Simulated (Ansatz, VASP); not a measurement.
**One calculation of Ge, two programs**

INCAR

```
SYSTEM = Ge
PREC = Accurate ; ENCUT = 520
EDIFF = 1E-7 ; ISMEAR = -1
SIGMA = 0.1 ; LREAL = .False.
LASPH = .True. ; NELM = 60
ALGO = Normal ; ISIF = 2
LWAVE = .False. ; LCHARG = .False.
GGA = PE ; NBANDS = 21
```

KPOINTS

```
regular mesh
0
Gamma
  19 19 11
  0 0 0
```

Contents of POSCAR:

```
Ge
1.0
    3.1843224060      0.0000000000      0.0000000000
   -1.5921612030      2.7577040975      0.0000000000
    0.0000000000      0.0000000000      4.9364556754
Ge
2
Direct
    0.3333333333      0.6666666667      0.2500000000
    0.6666666667      0.3333333333      0.7500000000
```

Input for Ansatz:

```yaml
crystal:
  lattice:
    - [3.184322406, 0.0, 0.0]
    - [-1.592161203, 2.7577040975, 0.0]
    - [0.0, 0.0, 4.9364556754]
  atoms:
    - { symbol: Ge, position: [0.3333333333, 0.6666666667, 0.25] }
    - { symbol: Ge, position: [0.6666666667, 0.3333333333, 0.75] }
hamiltonian:
  xc: pbe
  pseudopotentials:
    kind: paw
    azcp:
      Ge: "pseudopotentials/Ge.paw.azcp"
basis:
  ecutwfc: 420
  fft_grid_basis: typed
kpoints:
  mp_grid: { grid: [19, 19, 11], shift: [0, 0, 0] }
magnetization:
  spin_polarized: false
scf:
  occupations: { method: fermi_dirac, width: 0.1 }
output:
  stress: true
```

Alike in both runs: task single point; functional PBE; k mesh 19 × 19 × 11; occupations fermi-dirac, width 0.1 eV; no spin polarisation.

|  | VASP | Ansatz |
| --- | --- | --- |
| version | VASP 6.6.1 | Ansatz 0.2.0 |
| potentials or method | VASP PAW PBE potentials, release 64 (Ge_d), cutoff 520 eV | plane waves (420 eV) with PAW, scalar-relativistic |
| valence electrons in the cell | 28 | 28 |

```csv
,VASP,Ansatz,Ansatz less VASP
pressure (GPa),-5.5,-5.5,+0.01
"traceless stress, the component that is largest in VASP (GPa)",1.51,1.50,-0.006
```

With one functional, cell and mesh, what is left measures potentials, basis and numerics.
